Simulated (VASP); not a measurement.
# Y4S3N2 (C2/m) in VASP: single point with PBE

Aim: the single point of Y4S3N2 with PBE.

Everything below comes from runs of VASP 6.6.1. Logs are shortened: lines on timing, memory, paths and dates and some standing lists are left out, and cuts for length are marked.

## Step 1: The cell of the first run

Symmetry: C2/m, No. 12, monoclinic system. The conventional cell has a = 12.940 Å, b = 3.835 Å, c = 9.869 Å, α = 90.00°, β = 128.33°, γ = 90.00°. Y (site symmetry m) has 3 N at 2.24 to 2.32 Å and 3 S at 2.88 to 2.93 Å within 3.0 Å. Within 2.9 Å of Y (site symmetry m) lie 1 N at 2.15 Å and 4 S at 2.73 to 2.81 Å. S (site symmetry 2/m) has 6 Y at 2.81 to 2.88 Å and 4 N at 3.41 Å and 8 S at 3.83 to 3.94 Å within 4.0 Å. Within 3.6 Å of S (site symmetry m) lie 5 Y at 2.73 to 3.04 Å and 1 N at 3.44 Å. Within 2.8 Å of N (site symmetry m) lie 4 Y at 2.15 to 2.32 Å.

## Step 2: Single point, PBE

File INCAR:

```
SYSTEM = Y4S3N2
ALGO = Normal
EDIFF = 1E-6
ENCUT = 520
GGA = PE
ISIF = 2
ISMEAR = 0
LASPH = .TRUE.
LCHARG = .TRUE.
LELF = .TRUE.
LREAL = .FALSE.
LVHAR = .TRUE.
LWAVE = .FALSE.
NBANDS = 46
NELM = 80
PREC = Accurate
SIGMA = 0.02
```

File KPOINTS:

```
k-points
0
G
  8 8 4
  0 0 0
```

File POSCAR:

```
Y4S3N2
1.0
    6.4699940245     -1.9173939159      0.0008303254
    6.4699940245      1.9173939159      0.0008303254
   -6.1214155664      0.0000000000      7.7411712749
Y S N
4 3 2
Direct
    0.7603303517      0.7603303517      0.6486377502
    0.2396696483      0.2396696483      0.3513622498
    0.4368662028      0.4368662028      0.1460561276
    0.5631337972      0.5631337972      0.8539438724
    0.0000000000      0.0000000000      0.0000000000
    0.1737918362      0.1737918362      0.7839675722
    0.8262081638      0.8262081638      0.2160324278
    0.6434521149      0.6434521149      0.3614954318
    0.3565478851      0.3565478851      0.6385045682
```

Potentials or basis: VASP PAW PBE potentials, release 64 (Y_sv, S, N).

On the command line:

```bash
$ cat potpaw_PBE.64/Y_sv/POTCAR potpaw_PBE.64/S/POTCAR potpaw_PBE.64/N/POTCAR > POTCAR
$ mpirun -np 1 vasp_std > vasp.out
```

OUTCAR:

```text
SYSTEM = Y4S3N2
   EDIFF = 1E-6
   ENCUT = 520
   GGA = PE
   ISIF = 2
   ISMEAR = 0
   LASPH = .TRUE.
   LREAL = .FALSE.
   NELM = 80
   PREC = Accurate

 ion  position               nearest neighbor table
   1  0.760  0.760  0.649-   8 2.24   9 2.32   9 2.32   5 2.88   6 2.93   6 2.93   2 3.37   2 3.37
                             4 3.65   4 3.65   3 4.05   4 4.13
   2  0.240  0.240  0.351-   9 2.24   8 2.32   8 2.32   5 2.88   7 2.93   7 2.93   1 3.37   1 3.37
                             3 3.65   3 3.65   4 4.05   3 4.13
   3  0.437  0.437  0.146-   8 2.15   7 2.73   7 2.73   5 2.81   5 2.81   6 3.04   2 3.65   2 3.65
                             1 4.05   4 4.10   2 4.13   4 4.25   4 4.25
   4  0.563  0.563  0.854-   9 2.15   6 2.73   6 2.73   5 2.81   5 2.81   7 3.04   1 3.65   1 3.65
                             2 4.05   3 4.10   1 4.13   3 4.25   3 4.25
   5  0.000  0.000  0.000-   4 2.81   4 2.81   3 2.81   3 2.81   1 2.88   2 2.88
   6  0.174  0.174  0.784-   4 2.73   4 2.73   1 2.93   1 2.93   3 3.04
   7  0.826  0.826  0.216-   3 2.73   3 2.73   2 2.93   2 2.93   4 3.04
   8  0.643  0.643  0.361-   3 2.15   1 2.24   2 2.32   2 2.32
   9  0.357  0.357  0.639-   4 2.15   2 2.24   1 2.32   1 2.32

  LATTYP: Found a base centered monoclinic cell.
 ALAT       =    12.9399881556
 B/A-ratio  =     0.2963517266
 C/A-ratio  =     0.7626757531
 COS(beta)  =    -0.6201654292

  Lattice vectors:

 A1 = (   6.4699940245,  -1.9173939159,   0.0008303254)
 A2 = (   6.4699940245,   1.9173939159,   0.0008303254)
 A3 = (  -6.1214155664,   0.0000000000,   7.7411712749)

Analysis of symmetry for initial positions (statically):
=====================================================================
 Subroutine PRICEL returns:
 Original cell was already a primitive cell.

 Routine SETGRP: Setting up the symmetry group for a
 base centered monoclinic supercell.

 Subroutine GETGRP returns: Found  4 space group operations
 (whereof  4 operations were pure point group operations)
 out of a pool of  4 trial point group operations.

The static configuration has the point symmetry C_2h.

Analysis of symmetry for dynamics (positions and initial velocities):
=====================================================================
 Subroutine PRICEL returns:
 Original cell was already a primitive cell.

 Routine SETGRP: Setting up the symmetry group for a
 base centered monoclinic supercell.

 Subroutine GETGRP returns: Found  4 space group operations
 (whereof  4 operations were pure point group operations)
 out of a pool of  4 trial point group operations.

The dynamic configuration has the point symmetry C_2h.

 Subroutine INISYM returns: Found  4 space group operations
 (whereof  4 operations are pure point group operations),
 and found     1 'primitive' translations

----------------------------------------------------------------------------------------

                                     Primitive cell

  volume of cell :     192.0861

  direct lattice vectors                    reciprocal lattice vectors
     6.469994025 -1.917393916  0.000830325     0.077271982 -0.260770620  0.061103662
     6.469994025  1.917393916  0.000830325     0.077271982  0.260770620  0.061103662
    -6.121415566  0.000000000  7.741171275    -0.000016577  0.000000000  0.129166310

  length of vectors
     6.748127355  6.748127355  9.869015211     0.278757839  0.278757839  0.129166311

  position of ions in fractional coordinates (direct lattice)
     0.760330352  0.760330352  0.648637750
     0.239669648  0.239669648  0.351362250
     0.436866203  0.436866203  0.146056128
     0.563133797  0.563133797  0.853943872
     0.000000000  0.000000000  0.000000000
     0.173791836  0.173791836  0.783967572
     0.826208164  0.826208164  0.216032428
     0.643452115  0.643452115  0.361495432
     0.356547885  0.356547885  0.638504568

  ion indices of the primitive-cell ions
   primitive index   ion index
                 1           1
                 2           2
                 3           3
                 4           4
                 5           5
                 6           6
                 7           7
                 8           8
                 9           9

----------------------------------------------------------------------------------------

 KPOINTS: k-points

Automatic generation of k-mesh.
 Grid dimensions read from file:
 generate k-points for:    8    8    4

 Generating k-lattice:

  Cartesian coordinates                     Fractional coordinates (reciprocal lattice)
     0.009658998 -0.032596327  0.007637958     0.125000000 -0.000000000  0.000000000
     0.009658998  0.032596327  0.007637958    -0.000000000  0.125000000  0.000000000
    -0.000004144  0.000000000  0.032291577     0.000000000  0.000000000  0.250000000

  Length of vectors
     0.034844730  0.034844730  0.032291578

  Shift w.r.t. Gamma in fractional coordinates (k-lattice)
     0.000000000  0.000000000  0.000000000

 Subroutine IBZKPT returns following result:
 ===========================================

 Found     78 irreducible k-points:

 Following reciprocal coordinates:
            Coordinates               Weight
  0.000000  0.000000  0.000000      1.000000
  0.125000  0.000000  0.000000      4.000000
  0.250000  0.000000  0.000000      4.000000
  0.375000  0.000000  0.000000      4.000000
  0.500000  0.000000  0.000000      2.000000
  0.125000  0.125000  0.000000      2.000000
[... 16 lines left out ...]
  0.125000  0.000000  0.250000      4.000000
  0.250000  0.000000  0.250000      4.000000
 [... further k-points ...]
   k-points           NKPTS =     78   k-points in BZ     NKDIM =     78   number of bands    NBANDS=     46
   number of dos      NEDOS =    301   number of ions     NIONS =      9
   total plane-waves  NPLWV = 200000
   dimension x,y,z NGX =    50 NGY =   50 NGZ =   80
   dimension x,y,z NGXF=   100 NGYF=  100 NGZF=  160
   ions per type =               4   3   2
   NGX,Y,Z   is equivalent  to a cutoff of  12.32, 12.32, 13.48 a.u.
   NGXF,Y,Z  is equivalent  to a cutoff of  24.64, 24.64, 26.95 a.u.
 SYSTEM =  Y4S3N2
   PREC   = accura    normal or accurate (medium, high low for compatibility)
   ISTART =      0    job   : 0-new  1-cont  2-samecut
   ICHARG =      2    charge: 1-file 2-atom 10-const
   ISPIN  =      1    spin polarized calculation?
   LNONCOLLINEAR =      F non collinear calculations
   LSORBIT =      F    spin-orbit coupling
   LASPH  =      T    aspherical Exc in radial PAW
   ENCUT  =  520.0 eV  38.22 Ry    6.18 a.u.  12.55 12.55 18.35*2*pi/ulx,y,z
   NELM   =     80;   NELMIN=  2; NELMDL= -5     # of ELM steps
   EDIFF  = 0.1E-05   stopping-criterion for ELM
   LREAL  =      F    real-space projection
   EDIFFG = 0.1E-04   stopping-criterion for IOM
   NSW    =      0    number of steps for IOM
   IBRION =     -1    ionic relax: 0-MD 1-quasi-New 2-CG
   NFREE  =      0    steps in history (QN), initial steepest desc. (CG)
   ISIF   =      2    stress and relaxation
   ISYM   =      2    0-nonsym 1-usesym 2-fastsym
   POTIM  = 0.5000    time-step for ionic-motion
   TEBEG  =    0.0;   TEEND  =   0.0 temperature during run
   PSTRESS=    0.0 pullay stress
   NELECT =      72.0000    total number of electrons
   NUPDOWN=      -1.0000    fix difference up-down
   EMIN   =  10.00;   EMAX   =-10.00  energy-range for DOS
   EFERMI =   0.00;   METHOD = LEGACY
   ISMEAR =     0;   SIGMA  =   0.02  broadening in eV -4-tet -1-fermi 0-gaus
   EFERMI_NEDOS =   21; number of points for ismear=-14 and -15
   IALGO  =     38    algorithm
   IMIX   =      4    mixing-type and parameters
     AMIX     =   0.40;   BMIX     =  1.00
     AMIX_MAG =   1.60;   BMIX_MAG =  1.00
  volume/ion in A,a.u.               =      21.34       144.03
  Fermi-wavevector in a.u.,A,eV,Ry     =   1.180376  2.230587 18.956825  1.393287
  Thomas-Fermi vector in A             =   2.316669
   LORBIT       =      0    0 simple, 1 ext, 2 COOP (PROOUT), +10 PAW based schemes
   GGA     = PE    functional components
   LHFCALC =     F    Hartree Fock is set to
   AEXX    =    0.0000 exact exchange contribution
   IVDW    =     0    specifies the selected vdW correction
   LEPSILON=     F    determine dielectric tensor
   LRPA    =     F    only Hartree local field effects (RPA)
 non-spin polarized calculation
 Gauss-broadening in eV      SIGMA  =   0.02
  energy-cutoff  :      520.00
  volume of cell :      192.09
 maximum number of plane-waves:      5197
   NGX = 25   NGY = 25   NGZ = 37

 number of electron      72.0000000 magnetization

 Free energy of the ion-electron system (eV)
  ---------------------------------------------------
  ext. energy  EPLUGINS =         0.00000000
  ---------------------------------------------------
  free energy    TOTEN  =       -72.52215097 eV

  energy without entropy =      -72.52215097  energy(sigma->0) =      -72.52215097

 E-fermi :   3.1202     XC(G=0):  -9.6212

 val. band max:        3.0169099830   @ k =   0.5000   0.5000   0.5000
 cond. band min:       4.4565488962   @ k =   0.5000   0.5000   0.0000
 fundamental gap:      1.4396389132
 Fermi energy:         3.1202479314

 k-point     1 :       0.0000    0.0000    0.0000
  band No.  band energies     occupation
      1     -38.5212      2.00000
      2     -38.5160      2.00000
      3     -37.9038      2.00000
      4     -37.8510      2.00000
      5     -18.7192      2.00000
      6     -18.6358      2.00000
[... 38 lines left out ...]
     45       7.5926      0.00000
     46       7.6306      0.00000

 k-point     2 :       0.1250    0.0000    0.0000
  band No.  band energies     occupation
      1     -38.5195      2.00000
      2     -38.5146      2.00000
      3     -37.9001      2.00000
      4     -37.8513      2.00000
      5     -18.7086      2.00000
      6     -18.6392      2.00000
[... 38 lines left out ...]
     45       7.6773      0.00000
     46       7.7411      0.00000

 k-point     3 :       0.2500    0.0000    0.0000
  band No.  band energies     occupation
      1     -38.5151      2.00000
      2     -38.5112      2.00000
      3     -37.8902      2.00000
      4     -37.8528      2.00000
      5     -18.6845      2.00000
      6     -18.6801      2.00000
[... 1018 lines left out ...]
     45       7.7237      0.00000
     46       7.8521      0.00000

 k-point    24 :       0.2500    0.0000    0.2500
  band No.  band energies     occupation
      1     -38.5151      2.00000
      2     -38.5113      2.00000
      3     -37.8902      2.00000
      4     -37.8528      2.00000
      5     -18.6881      2.00000
      6     -18.6770      2.00000
[... 38 lines left out ...]
     45       7.7453      0.00000
     46       7.9677      0.00000

 [... further k-points ...]
[... 5 lines left out ...]
  --------------------------------------------------------------------------------------
  -------------------------------------------------------------------------------------
  Total       -0.1026123     -0.1299804     -0.0453358      0.0000000      0.0000000      0.0344835
  in kB       -0.8558822     -1.0841579     -0.3781425      0.0000000      0.0000000      0.2876249
  external PRESSURE =      -0.7727275 kB  Pullay stress =       0.0000000 kB

 VOLUME and BASIS-vectors are now :
 -----------------------------------------------------------------------------
  energy-cutoff  :      520.00
  volume of cell :      192.09
      direct lattice vectors                 reciprocal lattice vectors
     6.469994025 -1.917393916  0.000830325     0.077271982 -0.260770620  0.061103662
     6.469994025  1.917393916  0.000830325     0.077271982  0.260770620  0.061103662
    -6.121415566  0.000000000  7.741171275    -0.000016577  0.000000000  0.129166310

 POSITION                                       TOTAL-FORCE (eV/Angst)
 -----------------------------------------------------------------------------------
      5.86808      0.00000      5.02248         0.004560      0.000000      0.003527
      0.95049      0.00000      2.72035        -0.004560      0.000000     -0.003527
      4.75897      0.00000      1.13137        -0.005610      0.000000     -0.007672
      2.05960      0.00000      6.61146         0.005610      0.000000      0.007672
      0.00000      0.00000      0.00000        -0.000000     -0.000000     -0.000000
     -2.55013      0.00000      6.06912        -0.001786      0.000000      0.000977
      9.36870      0.00000      1.67372         0.001786      0.000000     -0.000977
      6.11340      0.00000      2.79947         0.005701      0.000000      0.006604
      0.70517      0.00000      4.94337        -0.005701      0.000000     -0.006604
 -----------------------------------------------------------------------------------
    total drift:                               -0.000000     -0.000000      0.000000

  FREE ENERGIE OF THE ION-ELECTRON SYSTEM (eV)
  ---------------------------------------------------
  free  energy   TOTEN  =       -72.5221509746 eV

  energy  without entropy=      -72.5221509746  energy(sigma->0) =      -72.52215097
```

It took 28 min on 1 thread of Intel Xeon 8259CL, shared host; peak memory 0.89 GiB.

Results:

```yaml
Free_energy: -72.5222 eV
Pressure: -0.1 GPa
Largest_force: 0.010 eV/Å
Band_gap_on_the_k_mesh: 1.44 eV (least direct gap 1.48 eV)
```

Forces on the atoms (eV/Å):
```
Y    0.005  0.000  0.004
Y   -0.005  0.000 -0.004
Y   -0.006  0.000 -0.008
Y    0.006  0.000  0.008
S    0.000  0.000  0.000
S   -0.002  0.000  0.001
S    0.002  0.000 -0.001
N    0.006  0.000  0.007
N   -0.006  0.000 -0.007
```
